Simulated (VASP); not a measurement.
Zn, 1 atom in the cell. The structure is cubic, space group Im-3m (No. 229). Conventional cell: a = 3.130 Å, b = 3.130 Å, c = 3.130 Å, α = 90.00°, β = 90.00°, γ = 90.00°. Within 3.6 Å of Zn (site symmetry m-3m) lie 14 Zn at 2.71 to 3.13 Å. This isn't the form of Zn at room conditions, which is hcp.

| Property | Result |
| --- | --- |
| Program | VASP 6.6.1 |
| Task | relaxation of cell and atoms |
| Functional | r2SCAN |
| Potentials or basis | VASP PAW PBE potentials, release 64 (Zn) |
| Cutoff | 550 eV |
| k mesh | 19 × 19 × 19 |
| Occupations | fermi-dirac, width 0.1 eV |
| Spin | no spin polarisation |
| Dipole correction | no |
| Further INCAR settings | ALGO = Normal; EDIFF = 1e-07; IBRION = 2; EDIFFG = -0.01; NSW = 80; ISIF = 3 |

Potentials or basis: VASP PAW PBE potentials, release 64 (Zn).

Command:

```sh
$ cat potpaw_PBE.64/Zn/POTCAR > POTCAR
$ cp INCAR.step1 INCAR
$ mpirun -np 1 vasp_std > vasp.out
$ cp INCAR.step2 INCAR
$ mpirun -np 1 vasp_std > vasp.out
```

Hardware: 1 thread of Intel(R) Xeon(R) 6975P-C (Granite Rapids) (shared host).

**Question.** How long does it take, and how much memory?

**Answer.** Wall time 2.4 min on 1 thread of Intel(R) Xeon(R) 6975P-C (Granite Rapids) (shared host), peak memory 0.17 GiB. Counts: k points 220, ion steps 2.
